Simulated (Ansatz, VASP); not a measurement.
## C: VASP beside Ansatz

The input INCAR:

```
ALGO     = Normal         # electronic algorithm
DIPOL    = 0.5 0.5 0.500
EDIFF    = 1E-7           # SCF threshold, eV
ENCUT    = 520            # plane-wave cutoff, eV
GGA      = PE             # functional
IDIPOL   = 3            
ISIF     = 2              # what is computed and relaxed
ISMEAR   = 0              # smearing method
IVDW     = 12             # dispersion correction
LASPH    = True           # aspherical terms in the spheres
LCHARG   = False          # write CHGCAR
LDIPOL   = True         
LREAL    = False          # projectors in reciprocal space
LWAVE    = False          # write WAVECAR
NBANDS   = 11             # bands
NELM     = 80             # most SCF steps
PREC     = Accurate       # precision mode
SIGMA    = 0.1            # smearing width, eV
```

The input KPOINTS:

```
k-points
0
Gamma
  21 21 1
```

File POSCAR:

```
C
1.0
    2.5180000000      0.0000000000      0.0000000000
   -1.2590000000      2.1806519667      0.0000000000
    0.0000000000      0.0000000000     26.0024170307
C
2
Direct
    0.6666666667      0.3333333333      0.5192289817
    0.3333333333      0.6666666667      0.4807710183
```

Input for Ansatz:

```yaml
crystal:
  lattice:
    - [2.518, 0.0, 0.0]
    - [-1.259, 2.1806519667, 0.0]
    - [0.0, 0.0, 26.0024170307]
  atoms:
    - { symbol: C, position: [0.6666666667, 0.3333333333, 0.5192289817] }
    - { symbol: C, position: [0.3333333333, 0.6666666667, 0.4807710183] }
  periodic: [true, true, false]
basis:
  ecutwfc: 420
kpoints:
  mp_grid: { grid: [21, 21, 1] }
hamiltonian:
  xc: pbe
  pseudopotentials: { kind: paw, azcp: { folder: soft_1 } }
  dispersion: d3bj
scf:
  occupations: { method: gaussian, width: 0.1 }
output:
  forces: true
  stress: true
  eigenvalues: true
```

Alike in both runs: task single point; functional PBE; dispersion D3(BJ); k mesh 21 × 21 × 1; occupations gaussian, width 0.1 eV; no spin polarisation.

```csv
,VASP,Ansatz
version,VASP 6.6.1,Ansatz 0.2.0
potentials or method,"VASP PAW PBE potentials, release 64 (C), cutoff 520 eV","scalar-relativistic, plane waves, PAW"
valence electrons in the cell,8,8
```

```tsv
	VASP	Ansatz	Ansatz less VASP
gap on the k mesh at the Fermi level (eV)	none	none	-
rms of the force components (eV/Å)	4.536	4.538	+0.0018
```

Atom by atom the forces differ by 0.002 eV/Å (rms over components). A gap of «none» marks a metal or a gap that the smearing closes.
